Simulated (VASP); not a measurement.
Wanted: the native input for a VASP 6.6.1 run.

```yaml
Task: single point
Functional: PBEsol
Potentials_or_basis: VASP PAW PBE potentials, release 64 (V_sv, Zn, Se)
Cutoff: 520 eV
k_mesh: 3 × 3 × 3
Occupations: gaussian, width 0.05 eV
Spin: collinear spin, ferromagnetic start
Starting_moments: "[2.64, 0.01, 0.01, 0.01, 0.01, 0.01, 0.01, 0.0, -0.01, -0.02, -0.02, 0.0, -0.02, 0.0, 0.0, 0.0] μB"
Hubbard_terms: V d U = 3.0 eV
Dipole_correction: no
Further_INCAR_settings: LREAL = Auto; ALGO = Normal; EDIFF = 1e-07; NBANDS = 90
```

The structure of VZn7Se8 lies in POSCAR:

```
VZn7Se8
1.0
    0.0000000000      5.6676000000      5.6676000000
    5.6676000000      0.0000000000      5.6676000000
    5.6676000000      5.6676000000      0.0000000000
V Zn Se
1 7 8
Direct
    0.0000000000      1.0000000000      0.0000000000
    0.9992715414      0.9992715414      0.5007284586
    0.9992715414      0.5007284586      0.9992715414
    0.9992715414      0.5007284586      0.5007284586
    0.5007284586      0.9992715414      0.9992715414
    0.5007284586      0.9992715414      0.5007284586
    0.5007284586      0.5007284586      0.9992715414
    0.5000000000      0.5000000000      0.5000000000
    0.1269952428      0.1269952428      0.1269952428
    0.1269952428      0.1269952428      0.6190142715
    0.1269952428      0.6190142715      0.1269952428
    0.1253580918      0.6248806361      0.6248806361
    0.6190142715      0.1269952428      0.1269952428
    0.6248806361      0.1253580918      0.6248806361
    0.6248806361      0.6248806361      0.1253580918
    0.6248806361      0.6248806361      0.6248806361
```

These files were run (other wordings do the same):

INCAR

```
SYSTEM = VZn7Se8
ALGO = Normal ; EDIFF = 1E-7
ENCUT = 520 ; GGA = PS
ISIF = 2 ; ISMEAR = 0
ISPIN = 2 ; LASPH = .True.
LCHARG = .False. ; LDAU = .True.
LDAUJ = 0 0 0 ; LDAUL = 2 -1 -1
LDAUPRINT = 1 ; LDAUTYPE = 2
LDAUU = 3 0 0 ; LMAXMIX = 4
LORBIT = 11 ; LREAL = Auto
LWAVE = .False. ; MAGMOM = 2.64 0.01 0.01 0.01 0.01 0.01 0.01 0 -0.01 -0.02 -0.02 0 -0.02 0 0 0
NBANDS = 90 ; NELM = 150
PREC = Accurate ; SIGMA = 0.05
```

KPOINTS

```
k-points
0
Gamma
  3 3 3
  0 0 0
```

Potentials or basis: VASP PAW PBE potentials, release 64 (V_sv, Zn, Se).

Launch:

```sh
$ cat potpaw_PBE.64/V_sv/POTCAR potpaw_PBE.64/Zn/POTCAR potpaw_PBE.64/Se/POTCAR > POTCAR
$ mpirun -np 1 vasp_std > vasp.out
```

It gave:

| Item | Value |
| --- | --- |
| Pressure | 0.2 GPa |
| Largest force | 0.011 eV/Å |
| Net moment | 2.93 μB per cell |
| Site moments | V +2.59; Zn +0.01, -0.00 (each value once); Se -0.05, +0.00 (each value once) μB |
| Valence electrons inside the program's atomic spheres | V 11.41; Zn 10.78; Se 3.90, 3.88 (each value once) |

Caveat: the PAW data sets were made with another functional, which shifts forces and pressure a little.

Run time: 19 min on 1 thread of Intel Xeon 8259CL (shared host), peak memory 0.8 GiB.
